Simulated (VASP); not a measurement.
# Ti (P6_3/mmc) in VASP: a series of runs

Ti is run at these levels: r2SCAN; tasks: single point.

All numbers are computed with VASP 6.6.1; they aren't measurements. Logs are shortened: lines on timing, memory, paths and dates and some standing lists are left out, and cuts for length are marked.

## 1. The cell of the first run

It takes space group P6_3/mmc (No. 194, hexagonal). Conventional cell: a = 3.012 Å, b = 3.012 Å, c = 4.762 Å, α = 90.00°, β = 90.00°, γ = 120.00°. Ti (site symmetry -6m2) has 12 Ti at 2.95 to 3.01 Å within 3.9 Å.

## 2. Single point, r2SCAN (18.71 Å³/atom)

Contents of POSCAR:

```
Ti
1.0
    3.0121458294      0.0000000000      0.0000000000
   -1.5060729147      2.6085948082      0.0000000000
    0.0000000000      0.0000000000      4.7622392028
Ti
2
Direct
    0.3333333333      0.6666666667      0.2500000000
    0.6666666667      0.3333333333      0.7500000000
```

Contents of INCAR.step1:

```
SYSTEM = Ti
ALGO = Normal ; EDIFF = 1E-4
ENCUT = 520 ; GGA = PE
ISMEAR = -1 ; LASPH = .TRUE.
LCHARG = .FALSE. ; LREAL = .FALSE.
LWAVE = .TRUE. ; NBANDS = 19
NELM = 100 ; PREC = Accurate
SIGMA = 0.1
```

Contents of INCAR.step2:

```
SYSTEM = Ti
ALGO = Normal ; EDIFF = 1E-6
ENCUT = 520 ; ISIF = 2
ISMEAR = -1 ; ISTART = 1
LASPH = .TRUE. ; LCHARG = .FALSE.
LMIXTAU = .TRUE. ; LREAL = .FALSE.
LWAVE = .FALSE. ; METAGGA = R2SCAN
NBANDS = 19 ; NELM = 100
PREC = Accurate ; SIGMA = 0.1
```

Contents of KPOINTS:

```
k-points
0
G
  20 20 11
  0 0 0
```

Potentials or basis: VASP PAW PBE potentials, release 64 (Ti_sv).

Started as:

```console
$ cat potpaw_PBE.64/Ti_sv/POTCAR > POTCAR
$ cp INCAR.step1 INCAR
$ mpirun -np 1 vasp_std > vasp.out
$ cp INCAR.step2 INCAR
$ mpirun -np 1 vasp_std > vasp.out
```

OUTCAR:

```text
SYSTEM = Ti
   EDIFF = 1E-6
   ENCUT = 520
   ISIF = 2
   ISMEAR = -1
   ISTART = 1
   LASPH = .TRUE.
   LREAL = .FALSE.
   METAGGA = R2SCAN
   NELM = 100
   PREC = Accurate

 ion  position               nearest neighbor table
   1  0.333  0.667  0.250-
   2  0.667  0.333  0.750-

  LATTYP: Found a hexagonal cell.
 ALAT       =     3.0121458294
 C/A-ratio  =     1.5810121662

  Lattice vectors:

 A1 = (   3.0121458294,   0.0000000000,   0.0000000000)
 A2 = (  -1.5060729147,   2.6085948082,   0.0000000000)
 A3 = (   0.0000000000,   0.0000000000,   4.7622392028)

Analysis of symmetry for initial positions (statically):
=====================================================================
 Subroutine PRICEL returns:
 Original cell was already a primitive cell.

 Routine SETGRP: Setting up the symmetry group for a
 hexagonal supercell.

 Subroutine GETGRP returns: Found 24 space group operations
 (whereof 12 operations were pure point group operations)
 out of a pool of 24 trial point group operations.

The static configuration has the point symmetry D_3d.
 The point group associated with its full space group is D_6h.

Analysis of symmetry for dynamics (positions and initial velocities):
=====================================================================
 Subroutine PRICEL returns:
 Original cell was already a primitive cell.

 Routine SETGRP: Setting up the symmetry group for a
 hexagonal supercell.

 Subroutine GETGRP returns: Found 24 space group operations
 (whereof 12 operations were pure point group operations)
 out of a pool of 24 trial point group operations.

The dynamic configuration has the point symmetry D_3d.
 The point group associated with its full space group is D_6h.

 Subroutine INISYM returns: Found 24 space group operations
 (whereof 12 operations are pure point group operations),
 and found     1 'primitive' translations

----------------------------------------------------------------------------------------

                                     Primitive cell

  volume of cell :      37.4191

  direct lattice vectors                    reciprocal lattice vectors
     3.012145829  0.000000000  0.000000000     0.331989238  0.191674076  0.000000000
    -1.506072915  2.608594808  0.000000000     0.000000000  0.383348152  0.000000000
     0.000000000  0.000000000  4.762239203     0.000000000  0.000000000  0.209985252

  length of vectors
     3.012145829  3.012145829  4.762239203     0.383348152  0.383348152  0.209985252

  position of ions in fractional coordinates (direct lattice)
     0.333333333  0.666666667  0.250000000
     0.666666667  0.333333333  0.750000000

  ion indices of the primitive-cell ions
   primitive index   ion index
                 1           1
                 2           2

----------------------------------------------------------------------------------------

 KPOINTS: k-points

Automatic generation of k-mesh.
 Grid dimensions read from file:
 generate k-points for:   20   20   11

 Generating k-lattice:

  Cartesian coordinates                     Fractional coordinates (reciprocal lattice)
     0.016599462  0.009583704  0.000000000     0.050000000 -0.000000000  0.000000000
     0.000000000  0.019167408  0.000000000     0.000000000  0.050000000  0.000000000
     0.000000000  0.000000000  0.019089568     0.000000000  0.000000000  0.090909091

  Length of vectors
     0.019167408  0.019167408  0.019089568

  Shift w.r.t. Gamma in fractional coordinates (k-lattice)
     0.000000000  0.000000000  0.000000000

 Subroutine IBZKPT returns following result:
 ===========================================

 Found    264 irreducible k-points:

 Following reciprocal coordinates:
            Coordinates               Weight
  0.000000  0.000000  0.000000      1.000000
  0.050000  0.000000  0.000000      6.000000
  0.100000  0.000000  0.000000      6.000000
  0.150000  0.000000  0.000000      6.000000
  0.200000  0.000000  0.000000      6.000000
  0.250000 -0.000000  0.000000      6.000000
[... 16 lines left out ...]
  0.200000  0.100000  0.000000     12.000000
  0.250000  0.100000  0.000000     12.000000
 [... further k-points ...]
   k-points           NKPTS =    264   k-points in BZ     NKDIM =    264   number of bands    NBANDS=     19
   number of dos      NEDOS =    301   number of ions     NIONS =      2
   total plane-waves  NPLWV =  20736
   dimension x,y,z NGX =    24 NGY =   24 NGZ =   36
   dimension x,y,z NGXF=    48 NGYF=   48 NGZF=   72
   ions per type =               2
   NGX,Y,Z   is equivalent  to a cutoff of  13.25, 13.25, 12.57 a.u.
   NGXF,Y,Z  is equivalent  to a cutoff of  26.49, 26.49, 25.13 a.u.
 SYSTEM =  Ti
   PREC   = accura    normal or accurate (medium, high low for compatibility)
   ISTART =      1    job   : 0-new  1-cont  2-samecut
   ICHARG =      0    charge: 1-file 2-atom 10-const
   ISPIN  =      1    spin polarized calculation?
   LNONCOLLINEAR =      F non collinear calculations
   LSORBIT =      F    spin-orbit coupling
   LASPH  =      T    aspherical Exc in radial PAW
   ENCUT  =  520.0 eV  38.22 Ry    6.18 a.u.   5.60  5.60  8.85*2*pi/ulx,y,z
   NELM   =    100;   NELMIN=  2; NELMDL=  0     # of ELM steps
   EDIFF  = 0.1E-05   stopping-criterion for ELM
   LREAL  =      F    real-space projection
   EDIFFG = 0.1E-04   stopping-criterion for IOM
   NSW    =      0    number of steps for IOM
   IBRION =     -1    ionic relax: 0-MD 1-quasi-New 2-CG
   NFREE  =      0    steps in history (QN), initial steepest desc. (CG)
   ISIF   =      2    stress and relaxation
   ISYM   =      2    0-nonsym 1-usesym 2-fastsym
   POTIM  = 0.5000    time-step for ionic-motion
   TEBEG  =    0.0;   TEEND  =   0.0 temperature during run
   PSTRESS=    0.0 pullay stress
   NELECT =      24.0000    total number of electrons
   NUPDOWN=      -1.0000    fix difference up-down
   EMIN   =  10.00;   EMAX   =-10.00  energy-range for DOS
   EFERMI =   0.00;   METHOD = LEGACY
   ISMEAR =    -1;   SIGMA  =   0.10  broadening in eV -4-tet -1-fermi 0-gaus
   EFERMI_NEDOS =   21; number of points for ismear=-14 and -15
   IALGO  =     38    algorithm
   IMIX   =      4    mixing-type and parameters
     AMIX     =   0.40;   BMIX     =  1.00
     AMIX_MAG =   1.60;   BMIX_MAG =  1.00
  volume/ion in A,a.u.               =      18.71       126.26
  Fermi-wavevector in a.u.,A,eV,Ry     =   1.411824  2.667961 27.119781  1.993248
  Thomas-Fermi vector in A             =   2.533636
   LORBIT       =      0    0 simple, 1 ext, 2 COOP (PROOUT), +10 PAW based schemes
   METAGGA = R2SCAN    functional components
   LHFCALC =     F    Hartree Fock is set to
   AEXX    =    0.0000 exact exchange contribution
   IVDW    =     0    specifies the selected vdW correction
   LEPSILON=     F    determine dielectric tensor
   LRPA    =     F    only Hartree local field effects (RPA)
 non-spin polarized calculation
  energy-cutoff  :      520.00
  volume of cell :       37.42
 maximum number of plane-waves:      1032
 NGX is ok and might be reduce to    24
   NGX = 11   NGY = 11   NGZ = 17

 number of electron      23.9999995 magnetization

 Free energy of the ion-electron system (eV)
  ---------------------------------------------------
  ext. energy  EPLUGINS =         0.00000000
  ---------------------------------------------------
  free energy    TOTEN  =       -25.86711213 eV

  energy without entropy =      -25.79593146  energy(sigma->0) =      -25.83152179

 E-fermi :   7.6093     XC(G=0): -12.0206

 val. band max:        7.6041424180   @ k =   0.1500   0.0500   0.0909
 cond. band min:       7.6094817332   @ k =   0.1000   0.0500   0.4545
 fundamental gap:      0.0053393152
 Fermi energy:         7.6093109647

 k-point     1 :       0.0000    0.0000    0.0000
  band No.  band energies     occupation
      1     -51.7522      2.00000
      2     -51.6455      2.00000
      3     -27.2271      2.00000
      4     -26.7025      2.00000
      5     -26.7024      2.00000
      6     -26.6468      2.00000
[... 11 lines left out ...]
     18       9.3059      0.00000
     19      10.7239      0.00000

 k-point     2 :       0.0500    0.0000    0.0000
  band No.  band energies     occupation
      1     -51.7503      2.00000
      2     -51.6448      2.00000
      3     -27.2226      2.00000
      4     -26.7116      2.00000
      5     -26.7056      2.00000
      6     -26.6487      2.00000
[... 11 lines left out ...]
     18       9.2677      0.00000
     19      10.7444      0.00000

 k-point     3 :       0.1000    0.0000    0.0000
  band No.  band energies     occupation
      1     -51.7447      2.00000
      2     -51.6427      2.00000
      3     -27.2093      2.00000
      4     -26.7382      2.00000
      5     -26.7145      2.00000
      6     -26.6568      2.00000
[... 11 lines left out ...]
     18       9.1634      0.00000
     19      10.7973      0.00000

 k-point     4 :       0.1500    0.0000    0.0000
  band No.  band energies     occupation
      1     -51.7358      2.00000
      2     -51.6395      2.00000
      3     -27.1878      2.00000
      4     -26.7799      2.00000
      5     -26.7280      2.00000
      6     -26.6992      2.00000
[... 11 lines left out ...]
     18       9.2786      0.00000
     19      10.8650      0.00000

 k-point     5 :       0.2000    0.0000    0.0000
  band No.  band energies     occupation
      1     -51.7244      2.00000
      2     -51.6358      2.00000
      3     -27.1594      2.00000
      4     -26.8328      2.00000
      5     -26.7516      2.00000
      6     -26.7446      2.00000
[... 11 lines left out ...]
     18       9.5346      0.00000
     19      10.9328      0.00000
[... 334 lines left out ...]
      2     -51.6378      2.00000
      3     -27.1754      2.00000
      4     -26.7943      2.00000
      5     -26.7595      2.00000
      6     -26.7017      2.00000
[... 11 lines left out ...]
     18       9.4448      0.00000
     19      10.8750      0.00000

 k-point    22 :       0.1500    0.1000    0.0000
  band No.  band energies     occupation
      1     -51.7197      2.00000
      2     -51.6343      2.00000
      3     -27.1476      2.00000
      4     -26.8384      2.00000
      5     -26.8012      2.00000
      6     -26.7270      2.00000
[... 11 lines left out ...]
     18       9.7353      0.00000
     19      10.9187      0.00000

 k-point    23 :       0.2000    0.1000    0.0000
  band No.  band energies     occupation
      1     -51.7071      2.00000
      2     -51.6309      2.00000
      3     -27.1145      2.00000
      4     -26.8918      2.00000
      5     -26.8440      2.00000
      6     -26.7544      2.00000
[... 11 lines left out ...]
     18      10.0714      0.00000
     19      10.9596      0.00000

 k-point    24 :       0.2500    0.1000    0.0000
  band No.  band energies     occupation
      1     -51.6938      2.00000
      2     -51.6281      2.00000
      3     -27.0779      2.00000
      4     -26.9476      2.00000
      5     -26.8847      2.00000
      6     -26.7811      2.00000
[... 11 lines left out ...]
     18      10.4382      0.00000
     19      10.9937      0.00000

 [... further k-points ...]
[... 5 lines left out ...]
  --------------------------------------------------------------------------------------
  -------------------------------------------------------------------------------------
  Total       -1.7646503     -1.7646503     -1.7499589     -0.0000000     -0.0000000      0.0000000
  in kB      -75.5571218    -75.5571218    -74.9280785     -0.0000000     -0.0000000      0.0000000
  external PRESSURE =     -75.3474407 kB  Pullay stress =       0.0000000 kB

 VOLUME and BASIS-vectors are now :
 -----------------------------------------------------------------------------
  energy-cutoff  :      520.00
  volume of cell :       37.42
      direct lattice vectors                 reciprocal lattice vectors
     3.012145829  0.000000000  0.000000000     0.331989238  0.191674076  0.000000000
    -1.506072915  2.608594808  0.000000000     0.000000000  0.383348152  0.000000000
     0.000000000  0.000000000  4.762239203     0.000000000  0.000000000  0.209985252

 POSITION                                       TOTAL-FORCE (eV/Angst)
 -----------------------------------------------------------------------------------
     -0.00000      1.73906      1.19056         0.000000     -0.000000      0.000000
      1.50607      0.86953      3.57168        -0.000000      0.000000      0.000000
 -----------------------------------------------------------------------------------
    total drift:                               -0.000000      0.000000     -0.000000

  FREE ENERGIE OF THE ION-ELECTRON SYSTEM (eV)
  ---------------------------------------------------
  free  energy   TOTEN  =       -25.8671121309 eV

  energy  without entropy=      -25.7959314583  energy(sigma->0) =      -25.83152179
```

It took 11 min on 1 thread of Intel Xeon Platinum 8259CL at 2.50GHz (Skylake/Cascade Lake), shared host; peak memory 0.27 GiB.

Results:

- Free energy: -25.8671 eV
- Pressure: -7.5 GPa
- Band gap on the k mesh: zero (bands 12 and 13 overlap by 1.24 eV)

Caveat: the cell stands under tension; the PAW data sets were made with another functional, which shifts forces and pressure a little.

## 3. Single point, r2SCAN (19.40 Å³/atom)

This run uses another cell than the first one, of 19.40 Å³/atom.

Contents of POSCAR:

```
Ti
1.0
    3.0488829358      0.0000000000      0.0000000000
   -1.5244414679      2.6404100755      0.0000000000
    0.0000000000      0.0000000000      4.8203210149
Ti
2
Direct
    0.3333333333      0.6666666667      0.2500000000
    0.6666666667      0.3333333333      0.7500000000
```

Contents of INCAR.step1:

```
PREC = Accurate
ENCUT = 520
ISMEAR = -1
SIGMA = 0.1
LREAL = False
LASPH = True
NELM = 60
NBANDS = 19
GGA = PE
ALGO = Normal
EDIFF = 1E-4
LWAVE = True
LCHARG = False
```

Contents of INCAR.step2:

```
PREC = Accurate
ENCUT = 520
EDIFF = 1E-7
ISMEAR = -1
SIGMA = 0.1
LREAL = False
LASPH = True
NELM = 60
ALGO = Normal
ISIF = 2
LWAVE = False
LCHARG = True
METAGGA = R2SCAN
LMIXTAU = True
LELF = True
LVHAR = True
NBANDS = 19
ISTART = 1
```

Contents of KPOINTS:

```
regular mesh
0
Gamma
  20 20 11
```

Potentials or basis: VASP PAW PBE potentials, release 64 (Ti_sv).

Started as:

```console
$ cat potpaw_PBE.64/Ti_sv/POTCAR > POTCAR
$ cp INCAR.step1 INCAR
$ mpirun -np 1 vasp_std > vasp.out
$ cp INCAR.step2 INCAR
$ mpirun -np 1 vasp_std > vasp.out
```

Run time: 14 min. Hardware: 1 thread of Intel Xeon Platinum 8259CL at 2.50GHz (Skylake/Cascade Lake), shared host; peak memory 0.28 GiB.

It converged, with:

| Quantity | Value |
| --- | --- |
| Free energy | -25.7894 eV |
| Pressure | -10.5 GPa |
| Band gap on the k mesh | zero (bands 12 and 13 overlap by 1.22 eV) |

Stress tensor (GPa, compression positive):
```
-10.56   0.00   0.00
  0.00 -10.56   0.00
  0.00   0.00 -10.47
```

Levels at points of the mesh, in eV from the Fermi level:
```tsv
k point	band 10	band 11	band 12	band 13	band 14	band 15
(0.00, 0.00, 0.00)	-2.57	0.33	0.81	0.81	0.90	1.26
(0.50, 0.00, 0.00)	-1.96	-1.63	-0.90	0.59	0.62	1.13
```

Caveat: the cell stands under tension; the PAW data sets were made with another functional, which shifts forces and pressure a little.
